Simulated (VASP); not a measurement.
# SiC (Moissanite 3C) (F-43m) in VASP: notebook

The runs below take SiC (Moissanite 3C) through single point, with PBEsol.

All numbers are computed with VASP 6.6.1; they aren't measurements. Logs are shortened: lines on timing, memory, paths and dates and some standing lists are left out, and cuts for length are marked.

## (1) The cell of the first run

Symmetry: F-43m, No. 216, cubic system. The conventional cell has a = 4.396 Å, b = 4.396 Å, c = 4.396 Å, α = 90.00°, β = 90.00°, γ = 90.00°. Si (site symmetry -43m) has 4 C at 1.90 Å within 2.5 Å. C (site symmetry -43m) has 4 Si at 1.90 Å within 2.5 Å.

## (2) Single point, PBEsol

The input, INCAR:

```
SYSTEM = SiC
  PREC = Accurate
  ENCUT = 600
  EDIFF = 1E-6
  ISMEAR = 0
  SIGMA = 0.01
  LREAL = .False.
  LASPH = .True.
  NELM = 120
  ALGO = Normal
  ISIF = 2
  LWAVE = .False.
  LCHARG = .False.
  GGA = PS
  NBANDS = 11
  GGA_COMPAT = .False.
```

The input, KPOINTS:

```
Automatic mesh
0
Gamma
  8 8 8
  0 0 0
```

The input, POSCAR:

```
SiC
1.0
    0.0000000000      2.1981992271      2.1981992271
    2.1981992271      0.0000000000      2.1981992271
    2.1981992271      2.1981992271      0.0000000000
Si C
1 1
Direct
    0.0000000000      0.0000000000      0.0000000000
    0.2500000000      0.2500000000      0.2500000000
```

Potentials or basis: VASP PAW PBE potentials, release 64 (Si, C).

On the command line:

```
> cat potpaw_PBE.64/Si/POTCAR potpaw_PBE.64/C/POTCAR > POTCAR
> mpirun -np 1 vasp_std > vasp.out
```

OUTCAR:

```text
SYSTEM = SiC
   PREC = Accurate
   ENCUT = 600
   EDIFF = 1E-6
   ISMEAR = 0
   LREAL = .False.
   LASPH = .True.
   NELM = 120
   ISIF = 2
   GGA = PS

 ion  position               nearest neighbor table
   1  0.000  0.000  0.000-   2 1.90   2 1.90   2 1.90   2 1.90
   2  0.250  0.250  0.250-   1 1.90   1 1.90   1 1.90   1 1.90

  LATTYP: Found a face centered cubic cell.
 ALAT       =     4.3963984542

  Lattice vectors:

 A1 = (   0.0000000000,   2.1981992271,   2.1981992271)
 A2 = (   2.1981992271,   0.0000000000,   2.1981992271)
 A3 = (   2.1981992271,   2.1981992271,   0.0000000000)

Analysis of symmetry for initial positions (statically):
=====================================================================
 Subroutine PRICEL returns:
 Original cell was already a primitive cell.

 Routine SETGRP: Setting up the symmetry group for a
 face centered cubic supercell.

 Subroutine GETGRP returns: Found 24 space group operations
 (whereof 24 operations were pure point group operations)
 out of a pool of 48 trial point group operations.

The static configuration has the point symmetry T_d .

Analysis of symmetry for dynamics (positions and initial velocities):
=====================================================================
 Subroutine PRICEL returns:
 Original cell was already a primitive cell.

 Routine SETGRP: Setting up the symmetry group for a
 face centered cubic supercell.

 Subroutine GETGRP returns: Found 24 space group operations
 (whereof 24 operations were pure point group operations)
 out of a pool of 48 trial point group operations.

The dynamic configuration has the point symmetry T_d .

 Subroutine INISYM returns: Found 24 space group operations
 (whereof 24 operations are pure point group operations),
 and found     1 'primitive' translations

----------------------------------------------------------------------------------------

                                     Primitive cell

  volume of cell :      21.2437

  direct lattice vectors                    reciprocal lattice vectors
     0.000000000  2.198199227  2.198199227    -0.227458910  0.227458910  0.227458910
     2.198199227  0.000000000  2.198199227     0.227458910 -0.227458910  0.227458910
     2.198199227  2.198199227  0.000000000     0.227458910  0.227458910 -0.227458910

  length of vectors
     3.108723160  3.108723160  3.108723160     0.393970389  0.393970389  0.393970389

  position of ions in fractional coordinates (direct lattice)
     0.000000000  0.000000000  0.000000000
     0.250000000  0.250000000  0.250000000

  ion indices of the primitive-cell ions
   primitive index   ion index
                 1           1
                 2           2

----------------------------------------------------------------------------------------

 KPOINTS: Automatic mesh

Automatic generation of k-mesh.
 Grid dimensions read from file:
 generate k-points for:    8    8    8

 Generating k-lattice:

  Cartesian coordinates                     Fractional coordinates (reciprocal lattice)
    -0.028432364  0.028432364  0.028432364     0.125000000  0.000000000  0.000000000
     0.028432364 -0.028432364  0.028432364     0.000000000  0.125000000  0.000000000
     0.028432364  0.028432364 -0.028432364     0.000000000  0.000000000  0.125000000

  Length of vectors
     0.049246299  0.049246299  0.049246299

  Shift w.r.t. Gamma in fractional coordinates (k-lattice)
     0.000000000  0.000000000  0.000000000

 Subroutine IBZKPT returns following result:
 ===========================================

 Found     29 irreducible k-points:

 Following reciprocal coordinates:
            Coordinates               Weight
  0.000000  0.000000  0.000000      1.000000
  0.125000  0.000000  0.000000      8.000000
  0.250000  0.000000  0.000000      8.000000
  0.375000  0.000000  0.000000      8.000000
  0.500000  0.000000  0.000000      4.000000
  0.125000  0.125000  0.000000      6.000000
[... 16 lines left out ...]
  0.500000  0.250000  0.125000     48.000000
 -0.375000  0.250000  0.125000     24.000000
 [... further k-points ...]
   k-points           NKPTS =     29   k-points in BZ     NKDIM =     29   number of bands    NBANDS=     11
   number of dos      NEDOS =    301   number of ions     NIONS =      2
   total plane-waves  NPLWV =  21952
   dimension x,y,z NGX =    28 NGY =   28 NGZ =   28
   dimension x,y,z NGXF=    56 NGYF=   56 NGZF=   56
   ions per type =               1   1
   NGX,Y,Z   is equivalent  to a cutoff of  14.97, 14.97, 14.97 a.u.
   NGXF,Y,Z  is equivalent  to a cutoff of  29.95, 29.95, 29.95 a.u.
 SYSTEM =  SiC
   PREC   = accura    normal or accurate (medium, high low for compatibility)
   ISTART =      0    job   : 0-new  1-cont  2-samecut
   ICHARG =      2    charge: 1-file 2-atom 10-const
   ISPIN  =      1    spin polarized calculation?
   LNONCOLLINEAR =      F non collinear calculations
   LSORBIT =      F    spin-orbit coupling
   LASPH  =      T    aspherical Exc in radial PAW
   ENCUT  =  600.0 eV  44.10 Ry    6.64 a.u.   6.21  6.21  6.21*2*pi/ulx,y,z
   NELM   =    120;   NELMIN=  2; NELMDL= -5     # of ELM steps
   EDIFF  = 0.1E-05   stopping-criterion for ELM
   LREAL  =      F    real-space projection
   EDIFFG = 0.1E-04   stopping-criterion for IOM
   NSW    =      0    number of steps for IOM
   IBRION =     -1    ionic relax: 0-MD 1-quasi-New 2-CG
   NFREE  =      0    steps in history (QN), initial steepest desc. (CG)
   ISIF   =      2    stress and relaxation
   ISYM   =      2    0-nonsym 1-usesym 2-fastsym
   POTIM  = 0.5000    time-step for ionic-motion
   TEBEG  =    0.0;   TEEND  =   0.0 temperature during run
   PSTRESS=    0.0 pullay stress
   NELECT =       8.0000    total number of electrons
   NUPDOWN=      -1.0000    fix difference up-down
   EMIN   =  10.00;   EMAX   =-10.00  energy-range for DOS
   EFERMI =   0.00;   METHOD = LEGACY
   ISMEAR =     0;   SIGMA  =   0.01  broadening in eV -4-tet -1-fermi 0-gaus
   EFERMI_NEDOS =   21; number of points for ismear=-14 and -15
   IALGO  =     38    algorithm
   IMIX   =      4    mixing-type and parameters
     AMIX     =   0.40;   BMIX     =  1.00
     AMIX_MAG =   1.60;   BMIX_MAG =  1.00
  volume/ion in A,a.u.               =      10.62        71.68
  Fermi-wavevector in a.u.,A,eV,Ry     =   1.182209  2.234052 19.015765  1.397619
  Thomas-Fermi vector in A             =   2.318468
   LORBIT       =      0    0 simple, 1 ext, 2 COOP (PROOUT), +10 PAW based schemes
   GGA     = PS    functional components
   LHFCALC =     F    Hartree Fock is set to
   AEXX    =    0.0000 exact exchange contribution
   IVDW    =     0    specifies the selected vdW correction
   LEPSILON=     F    determine dielectric tensor
   LRPA    =     F    only Hartree local field effects (RPA)
 non-spin polarized calculation
 Gauss-broadening in eV      SIGMA  =   0.01
  energy-cutoff  :      600.00
  volume of cell :       21.24
 maximum number of plane-waves:       725
 NGX is ok and might be reduce to    28
   NGX = 13   NGY = 13   NGZ = 13

 number of electron       8.0000000 magnetization

 Free energy of the ion-electron system (eV)
  ---------------------------------------------------
  ext. energy  EPLUGINS =         0.00000000
  ---------------------------------------------------
  free energy    TOTEN  =       -15.90588723 eV

  energy without entropy =      -15.90588723  energy(sigma->0) =      -15.90588723

 E-fermi :   7.8957     XC(G=0): -11.3917

 val. band max:        7.7640814503   @ k =   0.0000   0.0000   0.0000
 cond. band min:       9.0207706644   @ k =   0.5000   0.5000   0.0000
 fundamental gap:      1.2566892141
 Fermi energy:         7.8956801792

 k-point     1 :       0.0000    0.0000    0.0000
  band No.  band energies     occupation
      1      -7.4547      2.00000
      2       7.7641      2.00000
      3       7.7641      2.00000
      4       7.7641      2.00000
      5      13.6458      0.00000
      6      14.8277      0.00000
      7      14.8277      0.00000
      8      14.8277      0.00000
      9      22.0675      0.00000
     10      22.0675      0.00000
     11      23.6231      0.00000

 k-point     2 :       0.1250    0.0000    0.0000
  band No.  band energies     occupation
      1      -7.1551      2.00000
      2       6.2780      2.00000
      3       7.5626      2.00000
      4       7.5626      2.00000
      5      13.9254      0.00000
      6      15.1757      0.00000
      7      15.1757      0.00000
      8      15.3110      0.00000
      9      20.8415      0.00000
     10      20.8415      0.00000
     11      23.3922      0.00000

 k-point     3 :       0.2500    0.0000    0.0000
  band No.  band energies     occupation
      1      -6.2790      2.00000
      2       3.4946      2.00000
      3       7.1581      2.00000
      4       7.1581      2.00000
      5      13.4581      0.00000
      6      15.4397      0.00000
      7      15.4397      0.00000
      8      16.8093      0.00000
      9      20.6512      0.00000
     10      20.6512      0.00000
     11      22.4711      0.00000

 k-point     4 :       0.3750    0.0000    0.0000
  band No.  band energies     occupation
      1      -4.9470      2.00000
      2       0.7922      2.00000
      3       6.8321      2.00000
      4       6.8321      2.00000
      5      13.0447      0.00000
      6      15.0417      0.00000
      7      15.0417      0.00000
      8      17.4948      0.00000
      9      22.5770      0.00000
     10      22.5770      0.00000
     11      22.8188      0.00000

 k-point     5 :       0.5000    0.0000    0.0000
  band No.  band energies     occupation
      1      -3.9475      2.00000
      2      -0.6907      2.00000
      3       6.7138      2.00000
      4       6.7138      2.00000
      5      12.9022      0.00000
      6      14.7985      0.00000
      7      14.7985      0.00000
      8      17.5349      0.00000
      9      23.4585      0.00000
     10      24.6303      0.00000
     11      24.6303      0.00000
[... 211 lines left out ...]
 k-point    21 :       0.5000    0.5000    0.0000
  band No.  band energies     occupation
      1      -2.5108      2.00000
      2       0.0141      2.00000
      3       4.6054      2.00000
      4       4.6054      2.00000
      5       9.0208      0.00000
      6      11.8729      0.00000
      7      21.4143      0.00000
      8      21.4143      0.00000
      9      22.1000      0.00000
     10      27.5437      0.00000
     11      29.5362      0.00000

 k-point    22 :       0.3750    0.2500    0.1250
  band No.  band energies     occupation
      1      -5.5173      2.00000
      2       3.2989      2.00000
      3       4.9198      2.00000
      4       6.4912      2.00000
      5      12.9457      0.00000
      6      15.1262      0.00000
      7      15.9619      0.00000
      8      17.5470      0.00000
      9      19.7081      0.00000
     10      23.4326      0.00000
     11      26.7806      0.00000

 k-point    23 :       0.5000    0.2500    0.1250
  band No.  band energies     occupation
      1      -4.2372      2.00000
      2       1.2972      2.00000
      3       4.1838      2.00000
      4       5.8491      2.00000
      5      12.9069      0.00000
      6      15.0895      0.00000
      7      16.6793      0.00000
      8      17.9323      0.00000
      9      20.8176      0.00000
     10      23.8918      0.00000
     11      26.6411      0.00000

 k-point    24 :      -0.3750    0.2500    0.1250
  band No.  band energies     occupation
      1      -3.3074      2.00000
      2       0.0009      2.00000
      3       4.0704      2.00000
      4       5.5180      2.00000
      5      12.8559      0.00000
      6      14.7736      0.00000
      7      17.6284      0.00000
      8      18.4632      0.00000
      9      20.8305      0.00000
     10      23.6533      0.00000
     11      26.6141      0.00000

 [... further k-points ...]
[... 5 lines left out ...]
  --------------------------------------------------------------------------------------
  -------------------------------------------------------------------------------------
  Total       -0.7279501     -0.7279501     -0.7279501      0.0000000      0.0000000     -0.0000000
  in kB      -54.9010974    -54.9010974    -54.9010974      0.0000000      0.0000000     -0.0000000
  external PRESSURE =     -54.9010974 kB  Pullay stress =       0.0000000 kB

 VOLUME and BASIS-vectors are now :
 -----------------------------------------------------------------------------
  energy-cutoff  :      600.00
  volume of cell :       21.24
      direct lattice vectors                 reciprocal lattice vectors
     0.000000000  2.198199227  2.198199227    -0.227458910  0.227458910  0.227458910
     2.198199227  0.000000000  2.198199227     0.227458910 -0.227458910  0.227458910
     2.198199227  2.198199227  0.000000000     0.227458910  0.227458910 -0.227458910

 POSITION                                       TOTAL-FORCE (eV/Angst)
 -----------------------------------------------------------------------------------
      0.00000      0.00000      0.00000         0.000000     -0.000000      0.000000
      1.09910      1.09910      1.09910        -0.000000      0.000000     -0.000000
 -----------------------------------------------------------------------------------
    total drift:                               -0.000000     -0.000000     -0.000000

  FREE ENERGIE OF THE ION-ELECTRON SYSTEM (eV)
  ---------------------------------------------------
  free  energy   TOTEN  =       -15.9058872270 eV

  energy  without entropy=      -15.9058872270  energy(sigma->0) =      -15.90588723
```

Wall time 9.6 s (1 thread of Intel Xeon 6975P-C, shared host); peak memory 0.15 GiB.

Results:

```yaml
Free_energy: -15.9059 eV
Pressure: -5.5 GPa
Band_gap_on_the_k_mesh: 1.26 eV, indirect (least direct gap 4.42 eV)
```

Caveat: the PAW data sets were made with another functional, which shifts forces and pressure a little.

(Part 1 of 2 ends here.)
